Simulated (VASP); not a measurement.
# Mg3Zn5O8 (P1) in VASP: notebook, part 2 of 2

VASP 6.6.1. Earlier steps stand in the parts before.

### 3 Single point, PBEsol

File INCAR:

```
PREC = Accurate ; ENCUT = 700
EDIFF = 1E-6 ; ISMEAR = -1
SIGMA = 0.05 ; LREAL = Auto
LASPH = True ; NELM = 120
ALGO = Normal ; ISIF = 2
LWAVE = False ; LCHARG = True
GGA = PS ; LELF = True
LVHAR = True ; NBANDS = 396
ISYM = -1 ; GGA_COMPAT = False
KPAR = 1
```

File KPOINTS:

```
explicit points
1
Reciprocal
  0.25000000   0.25000000   0.25000000 1
```

File POSCAR:

```
Mg3Zn5O8
1.0
    9.7462714462      0.0000000000      0.0000000000
    0.0000000000     11.2562009097      0.0000000000
    0.0000000000      0.0000000000     10.3398714136
Zn Mg O
30 18 48
Direct
    0.1662200000      0.0835990000      0.2481120000
    0.9994260000      0.3323420000      0.2495550000
    0.5008050000      0.0819460000      0.2484150000
    0.3344260000      0.3318730000      0.2494790000
    0.9986120000      0.8328830000      0.2493610000
    0.6657820000      0.3336080000      0.2480820000
    0.6663030000      0.3332040000      0.7480240000
    0.4987590000      0.5826540000      0.2482460000
    0.5008890000      0.5842670000      0.7495710000
    0.3326170000      0.8322110000      0.7507140000
    0.8330670000      0.5824640000      0.2480350000
    0.8321730000      0.5827480000      0.7486760000
    0.6674560000      0.8327440000      0.7496130000
    0.9984590000      0.1650940000      0.4999750000
    0.0019960000      0.1672000000      0.9978330000
    0.3342040000      0.1663460000      0.4983020000
    0.3331010000      0.1672390000      0.9975680000
    0.1663020000      0.4151400000      0.9997760000
    0.0010870000      0.6645420000      0.4999440000
    0.6675320000      0.1667910000      0.4984230000
    0.6652360000      0.1668050000      0.9981720000
    0.5015130000      0.4170950000      0.4989420000
    0.1686560000      0.9156760000      0.4984940000
    0.1645280000      0.9174060000      0.9982280000
    0.8320370000      0.4162060000      0.4990410000
    0.6673010000      0.6660240000      0.4979110000
    0.6667780000      0.6649270000      0.9973050000
    0.5000660000      0.9147580000      0.5004890000
    0.8312730000      0.9157370000      0.4994600000
    0.8357580000      0.9163760000      0.9989090000
    0.1677730000      0.0818680000      0.7451300000
    0.0011690000      0.3321870000      0.7458630000
    0.4997270000      0.0847940000      0.7451850000
    0.3322400000      0.3329870000      0.7459180000
    0.1660370000      0.5837660000      0.2493710000
    0.1663310000      0.5803170000      0.7498570000
    0.9986590000      0.8321880000      0.7452370000
    0.8343460000      0.0834620000      0.2469210000
    0.8324940000      0.0837830000      0.7477940000
    0.3338800000      0.8356040000      0.2474920000
    0.6671900000      0.8323090000      0.2467030000
    0.1659430000      0.4161490000      0.4970020000
    0.9978920000      0.6674130000      0.9983740000
    0.4995860000      0.4150080000      0.9973400000
    0.3343140000      0.6678030000      0.5002370000
    0.3334790000      0.6660760000      0.9987080000
    0.8336910000      0.4147210000      0.9974940000
    0.5001210000      0.9192400000      0.9970720000
    0.0005380000      0.1669070000      0.1892070000
    0.0000960000      0.1650750000      0.6909380000
    0.3339610000      0.1656690000      0.1895520000
    0.3330200000      0.1666580000      0.6893520000
    0.1668100000      0.4162130000      0.1926030000
    0.1665680000      0.4158200000      0.6875990000
    0.9996550000      0.6665190000      0.1894090000
    0.0003070000      0.6648660000      0.6920010000
    0.6667240000      0.1666030000      0.1900160000
    0.6668920000      0.1669740000      0.6892830000
    0.4992800000      0.4162210000      0.1885130000
    0.4997720000      0.4171960000      0.6910210000
    0.3322340000      0.6678700000      0.1906090000
    0.3323460000      0.6656990000      0.6916970000
    0.1652740000      0.9167660000      0.1902090000
    0.1665650000      0.9149720000      0.6897720000
    0.8335290000      0.4157890000      0.1888170000
    0.8334430000      0.4160310000      0.6907920000
    0.6661460000      0.6652830000      0.1896990000
    0.6668050000      0.6668750000      0.6894450000
    0.5011590000      0.9163270000      0.1879390000
    0.4998260000      0.9161840000      0.6924590000
    0.8333010000      0.9166790000      0.1903490000
    0.8325070000      0.9171480000      0.6903880000
    0.1665110000      0.0829840000      0.4403880000
    0.1671860000      0.0831310000      0.9370950000
    0.9988600000      0.3321250000      0.4415040000
    0.0003300000      0.3331290000      0.9373720000
    0.5007000000      0.0819380000      0.4409450000
    0.4996490000      0.0843850000      0.9364420000
    0.3341210000      0.3332690000      0.4411770000
    0.3326390000      0.3334530000      0.9376280000
    0.1685180000      0.5831070000      0.4407310000
    0.1656170000      0.5832090000      0.9417890000
    0.9997350000      0.8323700000      0.4420970000
    0.0000880000      0.8329160000      0.9367120000
    0.8329340000      0.0821410000      0.4385410000
    0.8334420000      0.0834990000      0.9399890000
    0.6664620000      0.3330150000      0.4393130000
    0.6665820000      0.3329460000      0.9397930000
    0.4999160000      0.5833390000      0.4402390000
    0.4993720000      0.5822050000      0.9407620000
    0.3342400000      0.8330380000      0.4385150000
    0.3332530000      0.8335290000      0.9429310000
    0.8339280000      0.5826040000      0.4398230000
    0.8332190000      0.5817430000      0.9402920000
    0.6660580000      0.8323610000      0.4381710000
    0.6669140000      0.8331410000      0.9418310000
```

Potentials or basis: VASP PAW PBE potentials, release 64 (Zn, Mg, O).

Started as:

```console
> cat potpaw_PBE.64/Zn/POTCAR potpaw_PBE.64/Mg/POTCAR potpaw_PBE.64/O/POTCAR > POTCAR
> mpirun -np 4 vasp_std > vasp.out
```

Wall time 11 min (4 MPI ranks of Intel Xeon Platinum 8259CL at 2.50GHz (Skylake/Cascade Lake), shared host); peak memory 0.65 GiB.

Results (log left out):

```yaml
Free_energy: -512.8758 eV
Pressure: 0.3 GPa
Largest_force: 0.080 eV/Å
Band_gap_on_the_k_mesh: 2.42 eV
```

Forces on the atoms (eV/Å):
```
Zn   0.002 -0.005  0.000
Zn  -0.003  0.003 -0.001
Zn  -0.001 -0.001  0.002
Zn   0.001  0.000 -0.001
Zn   0.002 -0.003 -0.001
Zn   0.003  0.001 -0.009
Zn  -0.001  0.002  0.002
Zn   0.000  0.003 -0.002
Zn  -0.004 -0.004 -0.002
Zn  -0.005  0.001  0.004
Zn   0.002  0.001 -0.003
Zn   0.007 -0.003  0.002
Zn   0.004  0.005  0.000
Zn   0.004  0.000 -0.001
Zn  -0.006 -0.004 -0.005
Zn  -0.003 -0.001  0.002
Zn   0.000 -0.005  0.000
Zn   0.000  0.006 -0.004
Zn   0.002 -0.002  0.000
Zn   0.000 -0.004 -0.002
Zn   0.006 -0.006  0.000
Zn  -0.007 -0.002  0.000
Zn  -0.006  0.002 -0.005
Zn   0.005 -0.003 -0.004
Zn   0.007  0.003  0.000
Zn  -0.003  0.000 -0.001
Zn  -0.004 -0.001  0.005
Zn   0.001 -0.001 -0.005
Zn   0.004  0.004 -0.004
Zn  -0.007 -0.001 -0.004
Mg   0.000  0.000  0.005
Mg   0.000  0.001  0.004
Mg  -0.001 -0.002  0.005
Mg   0.000  0.001  0.004
Mg   0.000  0.000  0.000
Mg  -0.001  0.000  0.000
Mg   0.001  0.001  0.004
Mg  -0.001 -0.001  0.003
Mg   0.001 -0.002  0.003
Mg   0.000 -0.003  0.000
Mg  -0.001  0.001  0.002
Mg   0.001  0.001  0.003
Mg   0.001 -0.001  0.000
Mg   0.000  0.001  0.002
Mg  -0.001 -0.002  0.000
Mg  -0.001  0.000  0.003
Mg   0.000  0.001  0.002
Mg   0.000 -0.001  0.002
O   -0.054 -0.026  0.021
O   -0.001  0.001  0.065
O   -0.001  0.001  0.003
O    0.000  0.006  0.065
O    0.001  0.060  0.025
O    0.000 -0.001 -0.004
O    0.054 -0.026 -0.041
O    0.055  0.035  0.047
O    0.055 -0.026  0.024
O    0.001 -0.058  0.045
O   -0.001  0.000 -0.065
O   -0.054 -0.030  0.022
O   -0.054  0.032 -0.019
O   -0.055 -0.029 -0.038
O    0.053 -0.032  0.020
O   -0.055  0.024  0.044
O    0.000 -0.002 -0.063
O    0.055 -0.035  0.023
O    0.000  0.062  0.022
O   -0.001  0.006  0.001
O    0.000 -0.063 -0.024
O   -0.001  0.059  0.026
O   -0.057  0.033  0.041
O    0.055  0.033  0.043
O    0.000  0.003 -0.004
O    0.002  0.003 -0.060
O    0.054  0.028  0.021
O   -0.055  0.031 -0.043
O    0.004 -0.001 -0.005
O   -0.001 -0.059 -0.041
O   -0.054  0.030  0.020
O    0.054  0.031 -0.042
O    0.056 -0.029 -0.026
O    0.000  0.063 -0.024
O   -0.002 -0.002  0.001
O    0.002 -0.067 -0.043
O   -0.001  0.000 -0.065
O    0.000  0.003 -0.061
O   -0.001 -0.002  0.000
O    0.001  0.064  0.039
O   -0.055  0.034  0.018
O   -0.057 -0.031  0.036
O    0.002 -0.063 -0.043
O    0.054 -0.035  0.038
O    0.003  0.002 -0.002
O    0.056 -0.032  0.037
O   -0.003 -0.001 -0.064
O   -0.052  0.027  0.022
```

Stress tensor (GPa, compression positive):
```
 0.28  0.02 -0.02
 0.02  0.27 -0.07
-0.02 -0.07  0.33
```

Levels at points of the mesh, in eV from the valence-band top:
```
           k point  band 340  band 341  band 342  band 343  band 344  band 345
(0.25, 0.25, 0.25)     -0.13     -0.03      0.00      2.42      3.45      3.69
```

Caveat: the PAW data sets were made with another functional, which shifts forces and pressure a little; a shifted mesh leaves out Γ, where band edges can lie. A k mesh can miss the band edges.
